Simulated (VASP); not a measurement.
# Ir (Fm-3m) in VASP: settings compared, part 2 of 2

VASP 6.6.1. Earlier steps stand in the parts before.

### Step 4. Single point, r2SCANh

This run uses another cell than the first one, of 13.50 Å³/atom.

Contents of POSCAR:

```
Ir
1.0
    0.0000000000      1.8897103398      1.8897103398
    1.8897103398      0.0000000000      1.8897103398
    1.8897103398      1.8897103398      0.0000000000
Ir
1
Direct
    0.0000000000      0.0000000000      0.0000000000
```

Contents of INCAR.step1:

```
PREC = Accurate
ENCUT = 460
EDIFF = 1E-5
ISMEAR = -1
SIGMA = 0.05
LREAL = False
LASPH = True
NELM = 120
ALGO = Normal
ISIF = 2
LWAVE = True
LCHARG = False
GGA = PE
NBANDS = 14
GGA_COMPAT = False
```

Contents of INCAR.step2:

```
PREC = Accurate
ENCUT = 460
EDIFF = 1E-6
ISMEAR = -1
SIGMA = 0.05
LREAL = False
LASPH = True
NELM = 120
ALGO = Normal
ISIF = 2
LWAVE = False
LCHARG = False
METAGGA = R2SCAN
LHFCALC = True
AEXX = 0.1
LMIXTAU = True
PRECFOCK = Normal
ISTART = 1
NBANDS = 14
GGA_COMPAT = False
```

Contents of KPOINTS:

```
Automatic mesh
0
Gamma
  6 6 6
```

Potentials or basis: VASP PAW PBE potentials, release 64 (Ir_sv_GW).

The run is started by

```console
> cat potpaw_PBE.64/Ir_sv_GW/POTCAR > POTCAR
> cp INCAR.step1 INCAR
> mpirun -np 1 vasp_std > vasp.out
> cp INCAR.step2 INCAR
> mpirun -np 1 vasp_std > vasp.out
```

OUTCAR:

```text
PREC = Accurate
   ENCUT = 460
   EDIFF = 1E-6
   ISMEAR = -1
   LREAL = False
   LASPH = True
   NELM = 120
   ISIF = 2
   METAGGA = R2SCAN
   LHFCALC = True
   AEXX = 0.1
   PRECFOCK = Normal
   ISTART = 1

 ion  position               nearest neighbor table
   1  0.000  0.000  0.000-

  LATTYP: Found a face centered cubic cell.
 ALAT       =     3.7794206796

  Lattice vectors:
[... 447 lines left out ...]
      9      15.4597      0.00000
     10      21.3371      0.00000
     11      23.3962      0.00000
     12      25.3677      0.00000
     13      28.3808      0.00000
     14      40.1701      0.00000

------------------------ aborting loop because EDIFF is reached ----------------------------------------

  FORCE on cell =-STRESS in cart. coord.  units (eV):
  Direction    XX          YY          ZZ          XY          YZ          ZX
  --------------------------------------------------------------------------------------
  -------------------------------------------------------------------------------------
  Total        1.2782873      1.2782873      1.2782873     -0.0000000      0.0000000      0.0000000
  in kB      151.7481300    151.7481300    151.7481300     -0.0000000      0.0000000      0.0000000
  external PRESSURE =     151.7481300 kB  Pullay stress =       0.0000000 kB

 VOLUME and BASIS-vectors are now :
 -----------------------------------------------------------------------------
  energy-cutoff  :      460.00
  volume of cell :       13.50
      direct lattice vectors                 reciprocal lattice vectors
     0.000000000  1.889710340  1.889710340    -0.264590816  0.264590816  0.264590816
     1.889710340  0.000000000  1.889710340     0.264590816 -0.264590816  0.264590816
     1.889710340  1.889710340  0.000000000     0.264590816  0.264590816 -0.264590816

 POSITION                                       TOTAL-FORCE (eV/Angst)
 -----------------------------------------------------------------------------------
      0.00000      0.00000      0.00000        -0.000000      0.000000      0.000000
 -----------------------------------------------------------------------------------
    total drift:                                0.000000     -0.000000     -0.000000

  FREE ENERGIE OF THE ION-ELECTRON SYSTEM (eV)
  ---------------------------------------------------
  free  energy   TOTEN  =       -48.8579086504 eV

  energy  without entropy=      -48.8495210424  energy(sigma->0) =      -48.85371485
```

OUTCAR.step1:

```text
PREC = Accurate
   ENCUT = 460
   EDIFF = 1E-5
   ISMEAR = -1
   LREAL = False
[... 476 lines left out ...]

 POSITION                                       TOTAL-FORCE (eV/Angst)
 -----------------------------------------------------------------------------------
      0.00000      0.00000      0.00000         0.000000      0.000000      0.000000
 -----------------------------------------------------------------------------------
    total drift:                                0.000000     -0.000000     -0.000000

  FREE ENERGIE OF THE ION-ELECTRON SYSTEM (eV)
  ---------------------------------------------------
  free  energy   TOTEN  =        -9.2612271312 eV

  energy  without entropy=       -9.2510238228  energy(sigma->0) =       -9.25612548
```

It took 5.6 min on 1 thread of Intel Xeon 6975P-C (Granite Rapids), shared host; peak memory 0.14 GiB.

What came out:

* Free energy: -48.8579 eV
* Pressure: 15.2 GPa
* Band gap on the k mesh: zero (an odd number of electrons rules out a gap without spin polarisation)

Levels at points of the mesh, in eV from the Fermi level:
```
           k point  band 5  band 6  band 7  band 8  band 9  band 10  band 11  band 12
(0.00, 0.00, 0.00)  -12.04   -4.15   -4.15   -4.15   -1.15    -1.15    15.16    21.29
(0.50, 0.00, 0.00)   -8.90   -4.36   -4.36   -0.45    1.82     1.82     9.35    14.91
(0.50, 0.50, 0.00)   -8.80   -8.14    1.59    2.53    2.54     2.54    13.02    13.33
```

Caveat: the k points lie up to 0.48 Å⁻¹ apart, too coarse for converged energies and pressures of a metal; the PAW data sets were made with another functional, which shifts forces and pressure a little; spin-orbit coupling is left out, which moves the levels of the heavy elements.

### Step 5. Single point, r2SCANh

This run uses another cell than the first one, of 13.78 Å³/atom.

Contents of POSCAR:

```
Ir
1.0
    0.0000000000      1.9027432368      1.9027432368
    1.9027432368      0.0000000000      1.9027432368
    1.9027432368      1.9027432368      0.0000000000
Ir
1
Direct
    0.0000000000      0.0000000000      0.0000000000
```

Contents of INCAR.step1:

```
PREC = Accurate
ENCUT = 460
EDIFF = 1E-5
ISMEAR = -1
SIGMA = 0.05
LREAL = F
LASPH = T
NELM = 120
ALGO = Normal
ISIF = 2
LWAVE = T
LCHARG = F
NBANDS = 14
GGA = PE
GGA_COMPAT = F
```

Contents of INCAR.step2:

```
PREC = Accurate
ENCUT = 460
EDIFF = 1E-6
ISMEAR = -1
SIGMA = 0.05
LREAL = F
LASPH = T
NELM = 120
ALGO = Normal
ISIF = 2
LWAVE = F
LCHARG = F
METAGGA = R2SCAN
LHFCALC = T
AEXX = 0.1
LMIXTAU = T
PRECFOCK = Normal
NBANDS = 14
ISTART = 1
GGA_COMPAT = F
```

KPOINTS is that of step 4.

The run is started by

```console
> cat potpaw_PBE.64/Ir_sv_GW/POTCAR > POTCAR
> cp INCAR.step1 INCAR
> mpirun -np 1 vasp_std > vasp.out
> cp INCAR.step2 INCAR
> mpirun -np 1 vasp_std > vasp.out
```

Run time: 9.1 min. Hardware: 1 thread of Intel Xeon Platinum 8488C (Sapphire Rapids), shared host; peak memory 0.14 GiB.

It converged, with:

```yaml
Free_energy: -48.8798 eV
Pressure: 5.8 GPa
Band_gap_on_the_k_mesh: zero (an odd number of electrons rules out a gap without spin polarisation)
```

Levels at points of the mesh, in eV from the Fermi level:
```tsv
k point	band 6	band 7	band 8	band 9	band 10	band 11
(0.00, 0.00, 0.00)	-4.03	-4.03	-4.03	-1.13	-1.13	15.21
(0.50, 0.00, 0.00)	-4.23	-4.23	-0.42	1.76	1.76	9.10
(0.50, 0.50, 0.00)	-7.92	1.53	2.45	2.45	2.50	12.68
```

Caveat: the k points lie up to 0.48 Å⁻¹ apart, too coarse for converged energies and pressures of a metal; the PAW data sets were made with another functional, which shifts forces and pressure a little; spin-orbit coupling is left out, which moves the levels of the heavy elements.

### Step 6. The runs side by side

```csv
task,level,potentials or basis,cell,cutoff (eV),share of exact exchange,screening parameter,gap on the mesh (eV),pressure (GPa)
single point,PBEsol-based screened hybrid with 25 % exact exchange,"VASP PAW PBE potentials, release 64 (Ir)","a = 2.709 Å, angles 60.0°, 1 atom",520,0.25,0.207 1/Å,none,-5.9
relaxation of cell and atoms,PBE-based screened hybrid with 25 % exact exchange,"VASP PAW PBE potentials, release 64 (Ir)","relaxed from a = 2.709 Å, angles 60.0°, 1 atom",600,0.25,0.3 1/Å,none,0.0
single point,r2SCANh,"VASP PAW PBE potentials, release 64 (Ir_sv_GW)","a = 2.672 Å, angles 60.0°, 1 atom",460,0.1,-,none,15.2
single point,r2SCANh,"VASP PAW PBE potentials, release 64 (Ir_sv_GW)","a = 2.691 Å, angles 60.0°, 1 atom",460,0.1,-,none,5.8
```

Alike in all rows: no spin polarisation; k mesh 6 × 6 × 6; smearing fermi-dirac 0.05 eV.

Caveats: all runs use coarse meshes; the PAW data sets were made with another functional, which shifts forces and pressure a little; spin-orbit coupling is left out, which moves the levels of the heavy elements.

Total energies depend on the potentials used, so only differences within one code and one set of settings carry meaning.
